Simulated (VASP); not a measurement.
Write the native input for VASP 6.6.1 that does the following.

```yaml
Task: single point
Functional: LDA
Potentials_or_basis: VASP PAW LDA potentials, release 64 (Mg)
Cutoff: 520 eV
k_mesh: 19 × 19 × 19
Occupations: fermi-dirac, width 0.03 eV
Spin: no spin polarisation
Dipole_correction: no
Further_INCAR_settings: ALGO = Normal; EDIFF = 1e-06; NBANDS = 7
```

The structure of Mg lies in POSCAR:

```
Mg
1.0
   -1.4959298597      1.4959298597      1.4959298597
    1.4959298597     -1.4959298597      1.4959298597
    1.4959298597      1.4959298597     -1.4959298597
Mg
1
Direct
    0.0000000000      0.0000000000      0.0000000000
```

This cell differs from its parent crystal: volume scaled by 1.04.

These files were run (other wordings do the same):

INCAR

```
SYSTEM = Mg
PREC     = Accurate       ! precision mode
ENCUT    = 520            ! plane-wave cutoff, eV
EDIFF    = 1E-6           ! SCF threshold, eV
ISMEAR   = -1             ! smearing method
SIGMA    = 0.03           ! smearing width, eV
LREAL    = .FALSE.        ! projectors in reciprocal space
LASPH    = .TRUE.         ! aspherical terms in the spheres
NELM     = 80             ! most SCF steps
ALGO     = Normal         ! electronic algorithm
ISIF     = 2              ! what is computed and relaxed
LWAVE    = .FALSE.        ! write WAVECAR
LCHARG   = .FALSE.        ! write CHGCAR
GGA      = CA             ! functional
NBANDS   = 7              ! bands
```

KPOINTS

```
regular mesh
0
G
  19 19 19
  0 0 0
```

Potentials or basis: VASP PAW LDA potentials, release 64 (Mg).

The run is started by

```bash
$ cat potpaw_LDA.64/Mg/POTCAR > POTCAR
$ mpirun -np 1 vasp_std > vasp.out
```

Results of the run:

* Pressure: 47.8 GPa
* Band gap on the k mesh: zero (band 1 reaches 9.42 eV, above the bottom of band 2 at 5.18 eV)

It took 11 s on 1 thread of Intel(R) Xeon(R) Platinum 8559C (Emerald Rapids), on a shared host, peak memory 0.13 GiB.
